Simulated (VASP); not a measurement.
**ZnSe: single point with LDA**

ZnSe:

```
Zn Se
1.0
     0.00000    2.66607    3.01013
     3.01013    0.00000    3.01013
     3.01013    2.66607    0.00000
Zn Se
1 1
Direct
  0.00000 0.00000 0.00000
  0.75000 0.75000 0.75000
```

This cell differs from its parent crystal: volume 24.157 Å^3 an atom, c/a of the conventional cell 0.8857.

| Quantity | Value |
| --- | --- |
| Program | VASP 6.6.1 |
| Task | single point |
| Functional | LDA |
| Potentials or basis | VASP PAW LDA potentials, release 64 (Zn, Se) |
| Cutoff | 520 eV |
| k mesh | 10 × 10 × 10 |
| Occupations | gaussian, width 0.05 eV |
| Spin | no spin polarisation |
| Dipole correction | no |
| Further INCAR settings | ALGO = Normal; EDIFF = 1e-06; NBANDS = 16 |

```
Pressure               : -6.3 GPa
Band gap on the k mesh : 0.56 eV, direct
```

Stress tensor (GPa, compression positive):
```
-7.62  0.00  0.00
 0.00 -3.59  0.00
 0.00  0.00 -7.62
```

Levels at points of the mesh, in eV from the valence-band top:
```tsv
k point	band 5	band 6	band 7	band 8	band 9	band 10	band 11	band 12	band 13	band 14
(0.00, 0.00, 0.00)	-6.39	-6.38	-0.34	-0.34	0.00	0.56	5.53	5.62	5.62	9.22
(0.50, 0.00, 0.00)	-6.35	-6.25	-5.09	-1.29	-0.71	1.92	5.66	6.69	8.03	10.09
(0.50, 0.50, 0.00)	-6.36	-6.27	-4.97	-2.04	-1.86	2.90	3.51	9.38	9.64	10.54
(0.50, 0.00, 0.50)	-6.33	-6.15	-4.30	-2.58	-2.58	2.37	2.48	10.38	10.38	10.50
```

It took 28 s on 1 thread of Intel(R) Xeon(R) 6975P-C (Granite Rapids), with other jobs on the host, peak memory 0.2 GiB.
